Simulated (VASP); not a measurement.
# MoS2 in VASP: further runs

MoS2 is run at these levels: LDA, PBEsol; tasks: single point.

Everything below comes from runs of VASP 6.6.1. Logs are shortened: lines on timing, memory, paths and dates and some standing lists are left out, and cuts for length are marked.

**1. The cell of the first run**

The cell holds a slab with vacuum, 6 atoms: a = 3.185 Å, b = 3.185 Å, c = 21.671 Å, α = 90.00°, β = 90.00°, γ = 120.00°.

**2. Single point, LDA, non-collinear spin, zero start, spin-orbit coupling**

Input file INCAR:

```
ALGO = Normal
EDIFF = 1E-7
ENCUT = 520
GGA_COMPAT = False
ISIF = 2
ISMEAR = -1
LASPH = True
LCHARG = True
LMAXMIX = 4
LORBIT = 11
LORBMOM = True
LREAL = False
LSORBIT = True
LVHAR = True
LWAVE = False
MAGMOM = 0 0 0 0 0 0 0 0 0 0 0 0 0 0 0 0 0 0
NBANDS = 68
NELM = 150
PREC = Accurate
SIGMA = 0.05
```

Input file KPOINTS:

```
k-points
0
Gamma
  7 7 2
```

Input file POSCAR:

```
MoS2
1.0
    3.1845414560      0.0000000000      0.0000000000
   -1.5922707280      2.7578938003      0.0000000000
    0.0000000000      0.0000000000     21.6705347200
Mo S
2 4
Direct
    0.3333333333      0.6666666667      0.8511602300
    0.6666666667      0.3333333333      0.1488397700
    0.6666666667      0.3333333333      0.7796253900
    0.3333333333      0.6666666667      0.0772510000
    0.6666666667      0.3333333333      0.9227490000
    0.3333333333      0.6666666667      0.2203746100
```

Potentials or basis: VASP PAW LDA potentials, release 64 (Mo_sv, S).

Command:

```bash
$ cat potpaw_LDA.64/Mo_sv/POTCAR potpaw_LDA.64/S/POTCAR > POTCAR
$ mpirun -np 1 vasp_ncl > vasp.out
```

OUTCAR:

```text
EDIFF = 1E-7
   ENCUT = 520
   ISIF = 2
   ISMEAR = -1
   LASPH = True
   LORBIT = 11
   LREAL = False
   LSORBIT = True
   NELM = 150
   PREC = Accurate

 ion  position               nearest neighbor table
   1  0.333  0.667  0.851-   3 2.40   3 2.40   3 2.40   5 2.41   5 2.41   5 2.41
   2  0.667  0.333  0.149-   6 2.40   6 2.40   6 2.40   4 2.41   4 2.41   4 2.41
   3  0.667  0.333  0.780-   1 2.40   1 2.40   1 2.40
   4  0.333  0.667  0.077-   2 2.41   2 2.41   2 2.41
   5  0.667  0.333  0.923-   1 2.41   1 2.41   1 2.41
   6  0.333  0.667  0.220-   2 2.40   2 2.40   2 2.40

  LATTYP: Found a hexagonal cell.
 ALAT       =     3.1845414560
 C/A-ratio  =     6.8049152506

  Lattice vectors:

 A1 = (   3.1845414560,   0.0000000000,   0.0000000000)
 A2 = (  -1.5922707280,   2.7578938003,   0.0000000000)
 A3 = (   0.0000000000,   0.0000000000,  21.6705347200)

Analysis of symmetry for initial positions (statically):
=====================================================================
 Subroutine PRICEL returns:
 Original cell was already a primitive cell.

 Routine SETGRP: Setting up the symmetry group for a
 hexagonal supercell.

 Subroutine GETGRP returns: Found 12 space group operations
 (whereof 12 operations were pure point group operations)
 out of a pool of 24 trial point group operations.

The static configuration has the point symmetry D_3d.

Analysis of symmetry for dynamics (positions and initial velocities):
=====================================================================
 Subroutine PRICEL returns:
 Original cell was already a primitive cell.

 Routine SETGRP: Setting up the symmetry group for a
 hexagonal supercell.

 Subroutine GETGRP returns: Found 12 space group operations
 (whereof 12 operations were pure point group operations)
 out of a pool of 24 trial point group operations.

The dynamic configuration has the point symmetry D_3d.

Analysis of structural, dynamic, and magnetic symmetry:
=====================================================================
 Subroutine PRICEL returns:
 Original cell was already a primitive cell.

 Routine SETGRP: Setting up the symmetry group for a
 hexagonal supercell.

 Subroutine GETGRP returns: Found 12 space group operations
 (whereof 12 operations were pure point group operations)
 out of a pool of 24 trial point group operations.

The overall configuration has the point symmetry D_3d.

 Subroutine INISYM returns: Found 12 space group operations
 (whereof 12 operations are pure point group operations),
 and found     1 'primitive' translations

----------------------------------------------------------------------------------------

                                     Primitive cell

  volume of cell :     190.3242

  direct lattice vectors                    reciprocal lattice vectors
     3.184541456  0.000000000  0.000000000     0.314016952  0.181297771  0.000000000
    -1.592270728  2.757893800  0.000000000     0.000000000  0.362595543  0.000000000
     0.000000000  0.000000000 21.670534720     0.000000000  0.000000000  0.046145608

  length of vectors
     3.184541456  3.184541456 21.670534720     0.362595543  0.362595543  0.046145608

  position of ions in fractional coordinates (direct lattice)
     0.333333333  0.666666667  0.851160230
     0.666666667  0.333333333  0.148839770
     0.666666667  0.333333333  0.779625390
     0.333333333  0.666666667  0.077251000
     0.666666667  0.333333333  0.922749000
     0.333333333  0.666666667  0.220374610

  ion indices of the primitive-cell ions
   primitive index   ion index
                 1           1
                 2           2
                 3           3
                 4           4
                 5           5
                 6           6

----------------------------------------------------------------------------------------

 KPOINTS: k-points

Automatic generation of k-mesh.
 Grid dimensions read from file:
 generate k-points for:    7    7    2

 Generating k-lattice:

  Cartesian coordinates                     Fractional coordinates (reciprocal lattice)
     0.044859565  0.025899682  0.000000000     0.142857143  0.000000000  0.000000000
     0.000000000  0.051799363  0.000000000     0.000000000  0.142857143  0.000000000
     0.000000000  0.000000000  0.023072804     0.000000000  0.000000000  0.500000000

  Length of vectors
     0.051799363  0.051799363  0.023072804

  Shift w.r.t. Gamma in fractional coordinates (k-lattice)
     0.000000000  0.000000000  0.000000000

[... 66 lines left out ...]
   GGA     = CA    functional components
   LHFCALC =     F    Hartree Fock is set to
   AEXX    =    0.0000 exact exchange contribution
   IVDW    =     0    specifies the selected vdW correction
   LEPSILON=     F    determine dielectric tensor
   LRPA    =     F    only Hartree local field effects (RPA)
  energy-cutoff  :      520.00
  volume of cell :      190.32
 maximum number of plane-waves:     10332
 NGX is ok and might be reduce to    24
   NGX = 11   NGY = 11   NGZ = 81

 number of electron      51.9999998 magnetization       0.0000000      0.0000000      0.0000000

 number of electron      51.9999998 magnetization      -0.0000000     -0.0000000      0.0000000

 number of electron      51.9999998 magnetization      -0.0000000      0.0000000      0.0000000

 Free energy of the ion-electron system (eV)
  ---------------------------------------------------
  ext. energy  EPLUGINS =         0.00000000
  ---------------------------------------------------
  free energy    TOTEN  =       -48.94118302 eV

  energy without entropy =      -48.94118292  energy(sigma->0) =      -48.94118297

 E-fermi :   2.1159     XC(G=0):  -6.7887

 val. band max:        1.4479687448   @ k =   0.0000   0.0000   0.0000
 cond. band min:       2.9157096224   @ k =   0.1429   0.1429   0.0000
 fundamental gap:      1.4677408776
 Fermi energy:         2.1158838544

 k-point     1 :       0.0000    0.0000    0.0000
  band No.  band energies     occupation
      1     -59.4355      1.00000
      2     -59.4355      1.00000
      3     -59.4355      1.00000
      4     -59.4355      1.00000
      5     -35.2937      1.00000
      6     -35.2937      1.00000
[... 1061 lines left out ...]
     63       4.4552      0.00000
     64       4.4552      0.00000
 [bands above 64 left out]

------------------------ aborting loop because EDIFF is reached ----------------------------------------

  FORCE on cell =-STRESS in cart. coord.  units (eV):
  Direction    XX          YY          ZZ          XY          YZ          ZX
  --------------------------------------------------------------------------------------
  -------------------------------------------------------------------------------------
  Total       -4.4397654     -4.4397654     -2.6145817     -0.0000000     -0.0000000      0.0000000
  in kB      -37.3745979    -37.3745979    -22.0099329     -0.0000000     -0.0000000      0.0000000
  external PRESSURE =     -32.2530429 kB  Pullay stress =       0.0000000 kB

 VOLUME and BASIS-vectors are now :
 -----------------------------------------------------------------------------
  energy-cutoff  :      520.00
  volume of cell :      190.32
      direct lattice vectors                 reciprocal lattice vectors
     3.184541456  0.000000000  0.000000000     0.314016952  0.181297771  0.000000000
    -1.592270728  2.757893800  0.000000000     0.000000000  0.362595543  0.000000000
     0.000000000  0.000000000 21.670534720     0.000000000  0.000000000  0.046145608

 POSITION                                       TOTAL-FORCE (eV/Angst)
 -----------------------------------------------------------------------------------
     -0.00000      1.83860     18.44510        -0.000000      0.000000      0.008478
      1.59227      0.91930      3.22544         0.000000     -0.000000     -0.008478
      1.59227      0.91930     16.89490        -0.000000      0.000000      0.360912
     -0.00000      1.83860      1.67407         0.000000     -0.000000      0.280177
      1.59227      0.91930     19.99646        -0.000000      0.000000     -0.280177
     -0.00000      1.83860      4.77564         0.000000     -0.000000     -0.360912
 -----------------------------------------------------------------------------------
    total drift:                                0.000000     -0.000000      0.000000

  FREE ENERGIE OF THE ION-ELECTRON SYSTEM (eV)
  ---------------------------------------------------
  free  energy   TOTEN  =       -48.9411830222 eV

  energy  without entropy=      -48.9411829193  energy(sigma->0) =      -48.94118297

 orbital moment (x)

 # of ion     p       d       tot
 ----------------------------------------
  1        -0.000   0.000   0.000
  2         0.000   0.000   0.000
  3        -0.000   0.000  -0.000
  4        -0.000   0.000  -0.000
  5        -0.000   0.000  -0.000
  6         0.000   0.000   0.000
 ----------------------------------------
            0.000   0.000   0.000

 orbital moment (y)

 # of ion     p       d       tot
 ----------------------------------------
  1         0.000   0.000   0.000
  2         0.000   0.000   0.000
  3         0.000   0.000   0.000
  4         0.000   0.000   0.000
  5         0.000   0.000   0.000
  6         0.000   0.000   0.000
 ----------------------------------------
            0.000   0.000   0.000

 orbital moment (z)

 # of ion     p       d       tot
 ----------------------------------------
  1         0.000   0.000   0.000
  2         0.000   0.000   0.000
  3         0.000   0.000   0.000
  4         0.000   0.000   0.000
  5         0.000   0.000   0.000
  6         0.000   0.000   0.000
 ----------------------------------------
            0.000   0.000   0.000

 Spin-Orbit-Coupling matrix elements

 Ion:    1  E_soc:     -0.1998167
 l=   1
     0.0000000    -0.0306239    -0.0306550
    -0.0306239     0.0000000    -0.0306239
    -0.0306550    -0.0306239     0.0000000
 l=   2
     0.0000000    -0.0005046     0.0000000    -0.0005046    -0.0022484
    -0.0005046     0.0000000    -0.0016552    -0.0004284    -0.0005046
     0.0000000    -0.0016552     0.0000000    -0.0016552     0.0000000
    -0.0005046    -0.0004284    -0.0016552     0.0000000    -0.0005046
    -0.0022484    -0.0005046     0.0000000    -0.0005046     0.0000000
 l=   3
     0.0000000     0.0000000     0.0000000     0.0000000     0.0000000     0.0000000     0.0000000
     0.0000000     0.0000000     0.0000000     0.0000000     0.0000000     0.0000000     0.0000000
     0.0000000     0.0000000     0.0000000     0.0000000     0.0000000     0.0000000     0.0000000
     0.0000000     0.0000000     0.0000000     0.0000000     0.0000000     0.0000000     0.0000000
[... 89 lines left out ...]
 l=   2
     0.0000000     0.0000000     0.0000000     0.0000000     0.0000000
     0.0000000     0.0000000     0.0000000     0.0000000     0.0000000
     0.0000000     0.0000000     0.0000000     0.0000000     0.0000000
     0.0000000     0.0000000     0.0000000     0.0000000     0.0000000
     0.0000000     0.0000000     0.0000000     0.0000000     0.0000000
 l=   3
     0.0000000     0.0000000     0.0000000     0.0000000     0.0000000     0.0000000     0.0000000
     0.0000000     0.0000000     0.0000000     0.0000000     0.0000000     0.0000000     0.0000000
     0.0000000     0.0000000     0.0000000     0.0000000     0.0000000     0.0000000     0.0000000
     0.0000000     0.0000000     0.0000000     0.0000000     0.0000000     0.0000000     0.0000000
     0.0000000     0.0000000     0.0000000     0.0000000     0.0000000     0.0000000     0.0000000
     0.0000000     0.0000000     0.0000000     0.0000000     0.0000000     0.0000000     0.0000000
     0.0000000     0.0000000     0.0000000     0.0000000     0.0000000     0.0000000     0.0000000

 total charge

# of ion       s       p       d       tot
------------------------------------------
    1        2.295   6.222   3.967  12.484
    2        2.295   6.222   3.967  12.484
    3        1.361   2.330   0.000   3.691
    4        1.361   2.326   0.000   3.688
    5        1.361   2.326   0.000   3.688
    6        1.361   2.330   0.000   3.691
--------------------------------------------------
tot         10.033  21.757   7.934  39.725

 magnetization (x)

# of ion       s       p       d       tot
------------------------------------------
    1        0.000   0.000   0.000   0.000
    2        0.000  -0.000  -0.000  -0.000
    3       -0.000   0.000   0.000  -0.000
    4        0.000   0.000   0.000   0.000
    5        0.000   0.000   0.000   0.000
    6       -0.000   0.000   0.000  -0.000
--------------------------------------------------
tot          0.000  -0.000  -0.000  -0.000

 magnetization (y)

# of ion       s       p       d       tot
------------------------------------------
    1        0.000   0.000   0.000   0.000
    2        0.000   0.000   0.000   0.000
    3       -0.000  -0.000   0.000  -0.000
    4        0.000  -0.000   0.000  -0.000
    5       -0.000  -0.000   0.000  -0.000
    6       -0.000  -0.000   0.000  -0.000
--------------------------------------------------
tot         -0.000  -0.000   0.000  -0.000

 magnetization (z)

# of ion       s       p       d       tot
------------------------------------------
    1        0.000   0.000   0.000   0.000
    2        0.000   0.000   0.000   0.000
    3        0.000   0.000   0.000   0.000
    4        0.000   0.000   0.000   0.000
    5        0.000   0.000   0.000   0.000
    6        0.000   0.000   0.000   0.000
--------------------------------------------------
tot          0.000   0.000   0.000   0.000
```

It took 17 min on 1 thread of AMD EPYC 9755, shared host; peak memory 0.61 GiB.

Results:

```yaml
Free_energy: -48.9412 eV
Largest_force: 0.361 eV/Å
Net_moment: 0.00 μB per cell
Valence_electrons_inside_the_program's_atomic_spheres: Mo 12.48; S 3.69
```

Forces on the atoms (eV/Å):
```
Mo   0.000  0.000  0.008
Mo   0.000  0.000 -0.008
S    0.000  0.000  0.361
S    0.000  0.000  0.280
S    0.000  0.000 -0.280
S    0.000  0.000 -0.361
```

Moments on the atoms (μB; x, y, z):
```
Mo  0.00 0.00 0.00
Mo  0.00 0.00 0.00
S   0.00 0.00 0.00
S   0.00 0.00 0.00
S   0.00 0.00 0.00
S   0.00 0.00 0.00
```

(Part 1 of 2 ends here.)
